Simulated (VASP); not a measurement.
The system is PbS (Galena).

```
Pb S
1.0
     0.00000    2.97057    2.97057
     2.97057    0.00000    2.97057
     2.97057    2.97057    0.00000
Pb S
1 1
Direct
  0.00000 0.00000 0.00000
  0.50000 0.50000 0.50000
```

Base run:

```yaml
Program: VASP 6.6.1
Functional: PBE
Potentials_or_basis: VASP PAW PBE potentials, release 64 (Pb_d, S)
Cutoff: 520 eV
k_mesh: 8 × 8 × 8
Occupations: gaussian, width 0.01 eV
Spin: no spin polarisation
```

Its results: band gap on the k mesh 0.38 eV, direct; pressure 1.8 GPa.

Task: The run is repeated on the same cell with these changes: functional from PBE to r2SCAN; further incar settings from ALGO = Normal; EDIFF = 1e-06; NBANDS = 17 to ALGO = Normal; EDIFF = 1e-07; NBANDS = 17. What comes out?

Result: Band gap on the k mesh 0.64 eV, direct; pressure 1.0 GPa.

Caveats: spin-orbit coupling is left out, which moves the levels of the heavy elements; the PAW data sets were made with another functional, which shifts forces and pressure a little (some runs).

A k mesh can miss the band edges.
